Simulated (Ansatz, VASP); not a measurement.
## Two plane-wave programs on LaB6

```
La B
1.0
     4.15469    0.00000    0.00000
     0.00000    4.15469    0.00000
     0.00000    0.00000    4.15469
La B
1 6
Direct
  0.00000 0.00000 0.00000
  0.19983 0.50000 0.50000
  0.50000 0.19983 0.50000
  0.80017 0.50000 0.50000
  0.50000 0.80017 0.50000
  0.50000 0.50000 0.19983
  0.50000 0.50000 0.80017
```

Alike in both runs: task relaxation of cell and atoms; functional r2SCAN; k mesh 8 × 8 × 8; occupations gaussian, width 0.1 eV; no spin polarisation.

```csv
,VASP,Ansatz
version,VASP 6.6.1,Ansatz 0.2.0
potentials or method,"VASP PAW PBE potentials, release 64 (La, B), cutoff 600 eV","scalar-relativistic, plane waves, PAW"
valence electrons in the cell,29,29
```

VASP gave:

```
gap on the k mesh at the Fermi level, each at its own relaxed structure (eV) : none
relaxed volume (Å³/atom)                                                     : 10.22
relaxed length of the cell vector where the two differ most in proportion (Å)              : 4.152
```

What did Ansatz give for the same quantities?

gap on the k mesh at the Fermi level, each at its own relaxed structure (eV): none; relaxed volume (Å³/atom): 10.23; relaxed length of the cell vector where the two differ most in proportion (Å): 4.152.

VASP's potentials were made for PBE, not for r2SCAN. A gap of «none» marks a metal or a gap that the smearing closes.

Neither program's run includes spin-orbit coupling.
